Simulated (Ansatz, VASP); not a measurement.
# One calculation of C, two programs

```xyz
10
Lattice="-2.4913 0.0000 0.0000 -1.2456 -2.1575 0.0000 0.4983 0.7192 10.2539" Properties=species:S:1:pos:R:3 pbc="T T T"
C     0.9961    0.5751    8.9635
C    -2.7408   -1.5824    7.4366
C    -0.2495   -0.1441    1.2898
C    -2.7408   -1.5824    4.8564
C    -0.2495   -0.1441    2.8177
C    -2.7408   -1.5824    3.3284
C    -0.2495   -0.1441    9.4776
C    -1.4951   -0.8632    6.9225
C    -1.4951   -0.8632    0.7759
C    -1.4951   -0.8632    5.3703
```

Alike in both runs: task single point; functional LDA; k mesh 10 × 10 × 3; occupations gaussian, width 0.05 eV; no spin polarisation.

|  | VASP | Ansatz |
| --- | --- | --- |
| version | VASP 6.6.1 | Ansatz 0.2.0 |
| potentials or method | VASP PAW LDA potentials, release 64 (C), cutoff 520 eV | scalar-relativistic, plane waves, PAW |
| valence electrons in the cell | 40 | 40 |

```tsv
	VASP	Ansatz	Ansatz less VASP
gap on the k mesh at the Fermi level (eV)	2.38	2.38	+0.001
least direct gap on the mesh (eV)	4.71	4.70	-0.003
pressure (GPa)	2.4	0.8	-1.58
traceless stress, the component that is largest in VASP (GPa)	29.57	29.60	+0.029
rms of the force components (eV/Å)	1.177	1.181	+0.0045
```

LDA's correlation is that of Perdew and Zunger in VASP and of Perdew and Wang (1992) in Ansatz. Atom by atom the forces differ by 0.009 eV/Å (rms over components).
